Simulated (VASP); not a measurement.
# Sb (Pm-3m) in VASP: a series of runs

Sb is run at these levels: PBEsol; tasks: single point.

All numbers are computed with VASP 6.6.1; they aren't measurements. Logs are shortened: lines on timing, memory, paths and dates and some standing lists are left out, and cuts for length are marked.

### Step 1. The cell of the first run

Symmetry: Pm-3m, No. 221, cubic system. Conventional cell: a = 3.117 Å, b = 3.117 Å, c = 3.117 Å, α = 90.00°, β = 90.00°, γ = 90.00°. Sb (site symmetry m-3m) has 6 Sb at 3.12 Å within 4.1 Å.

This isn't the form of Sb at room conditions, which is rhombohedral.

### Step 2. Single point, PBEsol (30.29 Å³/atom)

INCAR reads:

```
PREC = Accurate ; ENCUT = 520
EDIFF = 1E-6 ; ISMEAR = -1
SIGMA = 0.05 ; LREAL = False
LASPH = True ; NELM = 100
ALGO = Normal ; ISIF = 2
LWAVE = False ; LCHARG = False
GGA = PS ; NBANDS = 8
```

KPOINTS reads:

```
Automatic mesh
0
Gamma
  13 13 13
```

POSCAR reads:

```
Sb
1.0
    3.1172920620      0.0000000000      0.0000000000
    0.0000000000      3.1172920620      0.0000000000
    0.0000000000      0.0000000000      3.1172920620
Sb
1
Direct
    0.0000000000      0.0000000000      0.0000000000
```

Potentials or basis: VASP PAW PBE potentials, release 64 (Sb).

Launch:

```bash
$ cat potpaw_PBE.64/Sb/POTCAR > POTCAR
$ mpirun -np 1 vasp_std > vasp.out
```

OUTCAR:

```text
PREC = Accurate
   ENCUT = 520
   EDIFF = 1E-6
   ISMEAR = -1
   LREAL = False
   LASPH = True
   NELM = 100
   ISIF = 2
   GGA = PS

 ion  position               nearest neighbor table
   1  0.000  0.000  0.000-

  LATTYP: Found a simple cubic cell.
 ALAT       =     3.1172920620

  Lattice vectors:

 A1 = (   3.1172920620,   0.0000000000,   0.0000000000)
 A2 = (   0.0000000000,   3.1172920620,   0.0000000000)
 A3 = (   0.0000000000,   0.0000000000,   3.1172920620)

Analysis of symmetry for initial positions (statically):
=====================================================================
 Subroutine PRICEL returns:
 Original cell was already a primitive cell.

 Routine SETGRP: Setting up the symmetry group for a
 simple cubic supercell.

 Subroutine GETGRP returns: Found 48 space group operations
 (whereof 48 operations were pure point group operations)
 out of a pool of 48 trial point group operations.

The static configuration has the point symmetry O_h .

Analysis of symmetry for dynamics (positions and initial velocities):
=====================================================================
 Subroutine PRICEL returns:
 Original cell was already a primitive cell.

 Routine SETGRP: Setting up the symmetry group for a
 simple cubic supercell.

 Subroutine GETGRP returns: Found 48 space group operations
 (whereof 48 operations were pure point group operations)
 out of a pool of 48 trial point group operations.

The dynamic configuration has the point symmetry O_h .

 Subroutine INISYM returns: Found 48 space group operations
 (whereof 48 operations are pure point group operations),
 and found     1 'primitive' translations

----------------------------------------------------------------------------------------

                                     Primitive cell

  volume of cell :      30.2923

  direct lattice vectors                    reciprocal lattice vectors
     3.117292062  0.000000000  0.000000000     0.320791244  0.000000000  0.000000000
     0.000000000  3.117292062  0.000000000     0.000000000  0.320791244  0.000000000
     0.000000000  0.000000000  3.117292062     0.000000000  0.000000000  0.320791244

  length of vectors
     3.117292062  3.117292062  3.117292062     0.320791244  0.320791244  0.320791244

  position of ions in fractional coordinates (direct lattice)
     0.000000000  0.000000000  0.000000000

  ion indices of the primitive-cell ions
   primitive index   ion index
                 1           1

----------------------------------------------------------------------------------------

 KPOINTS: Automatic mesh

Automatic generation of k-mesh.
 Grid dimensions read from file:
 generate k-points for:   13   13   13

 Generating k-lattice:

  Cartesian coordinates                     Fractional coordinates (reciprocal lattice)
     0.024676250  0.000000000  0.000000000     0.076923077  0.000000000  0.000000000
     0.000000000  0.024676250  0.000000000     0.000000000  0.076923077  0.000000000
     0.000000000  0.000000000  0.024676250     0.000000000  0.000000000  0.076923077

  Length of vectors
     0.024676250  0.024676250  0.024676250

  Shift w.r.t. Gamma in fractional coordinates (k-lattice)
     0.000000000  0.000000000  0.000000000

 Subroutine IBZKPT returns following result:
 ===========================================

 Found     84 irreducible k-points:

 Following reciprocal coordinates:
            Coordinates               Weight
  0.000000  0.000000  0.000000      1.000000
  0.076923  0.000000  0.000000      6.000000
  0.153846  0.000000  0.000000      6.000000
  0.230769  0.000000  0.000000      6.000000
  0.307692  0.000000  0.000000      6.000000
  0.384615  0.000000  0.000000      6.000000
[... 16 lines left out ...]
  0.307692  0.307692  0.000000     12.000000
  0.384615  0.307692  0.000000     24.000000
 [... further k-points ...]
   k-points           NKPTS =     84   k-points in BZ     NKDIM =     84   number of bands    NBANDS=      8
   number of dos      NEDOS =    301   number of ions     NIONS =      1
   total plane-waves  NPLWV =  13824
   dimension x,y,z NGX =    24 NGY =   24 NGZ =   24
   dimension x,y,z NGXF=    48 NGYF=   48 NGZF=   48
   ions per type =               1
   NGX,Y,Z   is equivalent  to a cutoff of  12.80, 12.80, 12.80 a.u.
   NGXF,Y,Z  is equivalent  to a cutoff of  25.60, 25.60, 25.60 a.u.
 SYSTEM =  unknown system
   PREC   = accura    normal or accurate (medium, high low for compatibility)
   ISTART =      0    job   : 0-new  1-cont  2-samecut
   ICHARG =      2    charge: 1-file 2-atom 10-const
   ISPIN  =      1    spin polarized calculation?
   LNONCOLLINEAR =      F non collinear calculations
   LSORBIT =      F    spin-orbit coupling
   LASPH  =      T    aspherical Exc in radial PAW
   ENCUT  =  520.0 eV  38.22 Ry    6.18 a.u.   5.80  5.80  5.80*2*pi/ulx,y,z
   NELM   =    100;   NELMIN=  2; NELMDL= -5     # of ELM steps
   EDIFF  = 0.1E-05   stopping-criterion for ELM
   LREAL  =      F    real-space projection
   EDIFFG = 0.1E-04   stopping-criterion for IOM
   NSW    =      0    number of steps for IOM
   IBRION =     -1    ionic relax: 0-MD 1-quasi-New 2-CG
   NFREE  =      0    steps in history (QN), initial steepest desc. (CG)
   ISIF   =      2    stress and relaxation
   ISYM   =      2    0-nonsym 1-usesym 2-fastsym
   POTIM  = 0.5000    time-step for ionic-motion
   TEBEG  =    0.0;   TEEND  =   0.0 temperature during run
   PSTRESS=    0.0 pullay stress
   NELECT =       5.0000    total number of electrons
   NUPDOWN=      -1.0000    fix difference up-down
   EMIN   =  10.00;   EMAX   =-10.00  energy-range for DOS
   EFERMI =   0.00;   METHOD = LEGACY
   ISMEAR =    -1;   SIGMA  =   0.05  broadening in eV -4-tet -1-fermi 0-gaus
   EFERMI_NEDOS =   21; number of points for ismear=-14 and -15
   IALGO  =     38    algorithm
   IMIX   =      4    mixing-type and parameters
     AMIX     =   0.40;   BMIX     =  1.00
     AMIX_MAG =   1.60;   BMIX_MAG =  1.00
  volume/ion in A,a.u.               =      30.29       204.42
  Fermi-wavevector in a.u.,A,eV,Ry     =   0.898023  1.697017 10.972348  0.806445
  Thomas-Fermi vector in A             =   2.020680
   LORBIT       =      0    0 simple, 1 ext, 2 COOP (PROOUT), +10 PAW based schemes
   GGA     = PS    functional components
   LHFCALC =     F    Hartree Fock is set to
   AEXX    =    0.0000 exact exchange contribution
   IVDW    =     0    specifies the selected vdW correction
   LEPSILON=     F    determine dielectric tensor
   LRPA    =     F    only Hartree local field effects (RPA)
 non-spin polarized calculation
  energy-cutoff  :      520.00
  volume of cell :       30.29
 maximum number of plane-waves:       840
 NGX is ok and might be reduce to    24
   NGX = 11   NGY = 11   NGZ = 11

 number of electron       5.0000000 magnetization

 Free energy of the ion-electron system (eV)
  ---------------------------------------------------
  ext. energy  EPLUGINS =         0.00000000
  ---------------------------------------------------
  free energy    TOTEN  =        -4.53310058 eV

  energy without entropy =       -4.53036206  energy(sigma->0) =       -4.53173132

 E-fermi :   6.8502     XC(G=0):  -9.6895

 val. band max:        6.8183369182   @ k =   0.3077   0.2308   0.1538
 cond. band min:       6.9244187554   @ k =   0.3846   0.3077   0.3077
 fundamental gap:      0.1060818372
 Fermi energy:         6.8502333584

 k-point     1 :       0.0000    0.0000    0.0000
  band No.  band energies     occupation
      1      -5.4884      2.00000
      2      10.0164      0.00000
      3      10.0164      0.00000
      4      10.0164      0.00000
      5      13.7286      0.00000
      6      13.7286      0.00000
      7      14.8353      0.00000
      8      24.4365      0.00000

 k-point     2 :       0.0769    0.0000    0.0000
  band No.  band energies     occupation
      1      -5.4040      2.00000
      2       8.9680      0.00000
      3      10.0994      0.00000
      4      10.0994      0.00000
      5      13.7965      0.00000
      6      14.2959      0.00000
      7      15.5056      0.00000
      8      23.6365      0.00000

 k-point     3 :       0.1538    0.0000    0.0000
  band No.  band energies     occupation
      1      -5.1533      2.00000
      2       7.1263      0.00797
      3      10.3410      0.00000
      4      10.3410      0.00000
      5      13.9991      0.00000
      6      14.6834      0.00000
      7      17.5106      0.00000
      8      22.3243      0.00000

 k-point     4 :       0.2308    0.0000    0.0000
  band No.  band energies     occupation
      1      -4.7476      2.00000
      2       5.2792      2.00000
      3      10.7171      0.00000
      4      10.7171      0.00000
      5      14.3312      0.00000
      6      15.0851      0.00000
      7      19.7523      0.00000
      8      21.0006      0.00000

 k-point     5 :       0.3077    0.0000    0.0000
  band No.  band energies     occupation
      1      -4.2154      2.00000
      2       3.6136      2.00000
      3      11.1782      0.00000
      4      11.1782      0.00000
      5      14.7787      0.00000
      6      15.6181      0.00000
      7      19.7972      0.00000
      8      19.7972      0.00000
[... 177 lines left out ...]
 k-point    22 :       0.4615    0.2308    0.0000
  band No.  band energies     occupation
      1      -2.4332      2.00000
      2       2.1152      2.00000
      3       7.3828      0.00005
      4      12.4345      0.00000
      5      12.6493      0.00000
      6      17.2166      0.00000
      7      18.7008      0.00000
      8      18.8509      0.00000

 k-point    23 :       0.3077    0.3077    0.0000
  band No.  band energies     occupation
      1      -2.9318      2.00000
      2       4.6154      2.00000
      3       5.0212      2.00000
      4      12.3528      0.00000
      5      12.8090      0.00000
      6      16.4583      0.00000
      7      20.6342      0.00000
      8      20.8432      0.00000

 k-point    24 :       0.3846    0.3077    0.0000
  band No.  band energies     occupation
      1      -2.3377      2.00000
      2       3.4280      2.00000
      3       5.3463      2.00000
      4      11.6545      0.00000
      5      12.8119      0.00000
      6      17.0734      0.00000
      7      19.8043      0.00000
      8      20.1358      0.00000

 [... further k-points ...]

------------------------ aborting loop because EDIFF is reached ----------------------------------------

  FORCE on cell =-STRESS in cart. coord.  units (eV):
  Direction    XX          YY          ZZ          XY          YZ          ZX
  --------------------------------------------------------------------------------------
  -------------------------------------------------------------------------------------
  Total       -0.5759533     -0.5759533     -0.5759533     -0.0000000     -0.0000000      0.0000000
  in kB      -30.4624884    -30.4624884    -30.4624884     -0.0000000     -0.0000000      0.0000000
  external PRESSURE =     -30.4624884 kB  Pullay stress =       0.0000000 kB

 VOLUME and BASIS-vectors are now :
 -----------------------------------------------------------------------------
  energy-cutoff  :      520.00
  volume of cell :       30.29
      direct lattice vectors                 reciprocal lattice vectors
     3.117292062  0.000000000  0.000000000     0.320791244  0.000000000  0.000000000
     0.000000000  3.117292062  0.000000000     0.000000000  0.320791244  0.000000000
     0.000000000  0.000000000  3.117292062     0.000000000  0.000000000  0.320791244

 POSITION                                       TOTAL-FORCE (eV/Angst)
 -----------------------------------------------------------------------------------
      0.00000      0.00000      0.00000         0.000000      0.000000      0.000000
 -----------------------------------------------------------------------------------
    total drift:                               -0.000000      0.000000      0.000000

  FREE ENERGIE OF THE ION-ELECTRON SYSTEM (eV)
  ---------------------------------------------------
  free  energy   TOTEN  =        -4.5331005761 eV

  energy  without entropy=       -4.5303620591  energy(sigma->0) =       -4.53173132
```

It took 3.7 s on 1 thread of Intel Xeon 6975P-C (Granite Rapids), shared host; peak memory 0.14 GiB.

What came out:

```yaml
Free_energy: -4.5331 eV
Pressure: -3.0 GPa
Band_gap_on_the_k_mesh: zero (an odd number of electrons rules out a gap without spin polarisation)
```

Levels at points of the mesh, in eV from the Fermi level:
```tsv
k point	band 1	band 2	band 3	band 4	band 5	band 6
(0.00, 0.00, 0.00)	-12.34	3.17	3.17	3.17	6.88	6.88
```

Caveat: the cell stands under tension; the PAW data sets were made with another functional, which shifts forces and pressure a little; spin-orbit coupling is left out, which moves the levels of the heavy elements.

### Step 3. Single point, PBEsol (31.24 Å³/atom)

This run uses another cell than the first one, of 31.24 Å³/atom.

INCAR reads:

```
SYSTEM = Sb
PREC = Accurate ; ENCUT = 520
EDIFF = 1E-6 ; ISMEAR = -1
SIGMA = 0.05 ; LREAL = .FALSE.
LASPH = .TRUE. ; NELM = 60
ALGO = Normal ; ISIF = 2
LWAVE = .FALSE. ; LCHARG = .FALSE.
GGA = PS ; NBANDS = 8
```

KPOINTS reads:

```
regular mesh
0
G
  13 13 13
  0 0 0
```

POSCAR reads:

```
Sb
1.0
    3.1494313592      0.0000000000      0.0000000000
    0.0000000000      3.1494313592      0.0000000000
    0.0000000000      0.0000000000      3.1494313592
Sb
1
Direct
    0.0000000000      0.0000000000      0.0000000000
```

Potentials or basis: VASP PAW PBE potentials, release 64 (Sb).

Launch:

```bash
$ cat potpaw_PBE.64/Sb/POTCAR > POTCAR
$ mpirun -np 1 vasp_std > vasp.out
```

Run time: 3.7 s. Hardware: 1 thread of Intel Xeon 6975P-C (Granite Rapids), shared host; peak memory 0.14 GiB.

Results (log left out):

| Item | Value |
| --- | --- |
| Free energy | -4.5108 eV |
| Pressure | -4.5 GPa |
| Band gap on the k mesh | zero (an odd number of electrons rules out a gap without spin polarisation) |

Levels at points of the mesh, in eV from the Fermi level:
| k point | band 1 | band 2 | band 3 | band 4 | band 5 | band 6 | band 7 |
| --- | --- | --- | --- | --- | --- | --- | --- |
| (0.00, 0.00, 0.00) | -12.10 | 3.09 | 3.09 | 3.09 | 6.85 | 6.85 | 7.81 |

Caveat: the cell stands under tension; the PAW data sets were made with another functional, which shifts forces and pressure a little; spin-orbit coupling is left out, which moves the levels of the heavy elements.

### Step 4. Single point, PBEsol (32.19 Å³/atom)

This run uses another cell than the first one, of 32.19 Å³/atom.

Changes to INCAR since step 3:

```diff
@@ -4,3 +4,3 @@
 SIGMA = 0.05 ; LREAL = .FALSE.
-LASPH = .TRUE. ; NELM = 60
+LASPH = .TRUE. ; NELM = 80
 ALGO = Normal ; ISIF = 2
```

KPOINTS is that of step 3.

POSCAR reads:

```
Sb
1.0
    3.1809277622      0.0000000000      0.0000000000
    0.0000000000      3.1809277622      0.0000000000
    0.0000000000      0.0000000000      3.1809277622
Sb
1
Direct
    0.0000000000      0.0000000000      0.0000000000
```

Potentials or basis: VASP PAW PBE potentials, release 64 (Sb).

Launch:

```bash
$ cat potpaw_PBE.64/Sb/POTCAR > POTCAR
$ mpirun -np 1 vasp_std > vasp.out
```

OUTCAR:

```text
SYSTEM = Sb
   PREC = Accurate
   ENCUT = 520
   EDIFF = 1E-6
   ISMEAR = -1
   LREAL = .FALSE.
   LASPH = .TRUE.
   NELM = 80
   ISIF = 2
   GGA = PS

 ion  position               nearest neighbor table
   1  0.000  0.000  0.000-

  LATTYP: Found a simple cubic cell.
 ALAT       =     3.1809277622

  Lattice vectors:

 A1 = (   3.1809277622,   0.0000000000,   0.0000000000)
 A2 = (   0.0000000000,   3.1809277622,   0.0000000000)
 A3 = (   0.0000000000,   0.0000000000,   3.1809277622)

[... 440 lines left out ...]
      7      18.8103      0.00000
      8      19.1760      0.00000

 [... further k-points ...]

------------------------ aborting loop because EDIFF is reached ----------------------------------------

  FORCE on cell =-STRESS in cart. coord.  units (eV):
  Direction    XX          YY          ZZ          XY          YZ          ZX
  --------------------------------------------------------------------------------------
  -------------------------------------------------------------------------------------
  Total       -1.1307748     -1.1307748     -1.1307748      0.0000000      0.0000000     -0.0000000
  in kB      -56.2892250    -56.2892250    -56.2892250      0.0000000      0.0000000     -0.0000000
  external PRESSURE =     -56.2892250 kB  Pullay stress =       0.0000000 kB

 VOLUME and BASIS-vectors are now :
 -----------------------------------------------------------------------------
  energy-cutoff  :      520.00
  volume of cell :       32.19
      direct lattice vectors                 reciprocal lattice vectors
     3.180927762  0.000000000  0.000000000     0.314373691  0.000000000  0.000000000
     0.000000000  3.180927762  0.000000000     0.000000000  0.314373691  0.000000000
     0.000000000  0.000000000  3.180927762     0.000000000  0.000000000  0.314373691

 POSITION                                       TOTAL-FORCE (eV/Angst)
 -----------------------------------------------------------------------------------
      0.00000      0.00000      0.00000         0.000000      0.000000      0.000000
 -----------------------------------------------------------------------------------
    total drift:                                0.000000      0.000000      0.000000

  FREE ENERGIE OF THE ION-ELECTRON SYSTEM (eV)
  ---------------------------------------------------
  free  energy   TOTEN  =        -4.4809201638 eV

  energy  without entropy=       -4.4778590298  energy(sigma->0) =       -4.47938960
```

OSZICAR:

```text
N       E                     dE             d eps       ncg     rms          rms(c)
DAV:   1     0.481949488881E+01    0.48195E+01   -0.15581E+03  1344   0.393E+02
DAV:   2    -0.436834989591E+01   -0.91878E+01   -0.87826E+01  1960   0.510E+01
DAV:   3    -0.448176224010E+01   -0.11341E+00   -0.11337E+00  1648   0.644E+00
DAV:   4    -0.448221643289E+01   -0.45419E-03   -0.45419E-03  2048   0.484E-01
DAV:   5    -0.448221820006E+01   -0.17672E-05   -0.17677E-05  1720   0.197E-02    0.161E+00
DAV:   6    -0.448142015813E+01    0.79804E-03   -0.10012E-03  1624   0.167E-01    0.940E-01
DAV:   7    -0.448091507965E+01    0.50508E-03   -0.21775E-03  1480   0.244E-01    0.650E-02
DAV:   8    -0.448091934134E+01   -0.42617E-05   -0.60168E-05  1768   0.505E-02    0.636E-03
DAV:   9    -0.448092016384E+01   -0.82249E-06   -0.97756E-07  1976   0.725E-03
   1 F= -.44809202E+01 E0= -.44793896E+01  d E =-.306113E-02
```

Run time: 3.8 s. Hardware: 1 thread of Intel Xeon 6975P-C (Granite Rapids), shared host; peak memory 0.15 GiB.

Results:

| Quantity | Value |
| --- | --- |
| Free energy | -4.4809 eV |
| Pressure | -5.6 GPa |
| Band gap on the k mesh | zero (an odd number of electrons rules out a gap without spin polarisation) |

Caveat: the cell stands under tension; the PAW data sets were made with another functional, which shifts forces and pressure a little; spin-orbit coupling is left out, which moves the levels of the heavy elements.

### Step 5. The runs side by side

```csv
cell,gap on the mesh (eV),pressure (GPa)
"a = 3.117 Å, 1 atom",none,-3.0
"a = 3.149 Å, 1 atom",none,-4.5
"a = 3.181 Å, 1 atom",none,-5.6
```

Alike in all rows: task single point; level PBEsol; potentials or basis VASP PAW PBE potentials, release 64 (Sb); no spin polarisation; k mesh 13 × 13 × 13; cutoff (eV) 520; smearing fermi-dirac 0.05 eV.

Caveats: the cell stands under tension; the PAW data sets were made with another functional, which shifts forces and pressure a little; spin-orbit coupling is left out, which moves the levels of the heavy elements.

Absolute energies hang on the potentials; compare differences alone.
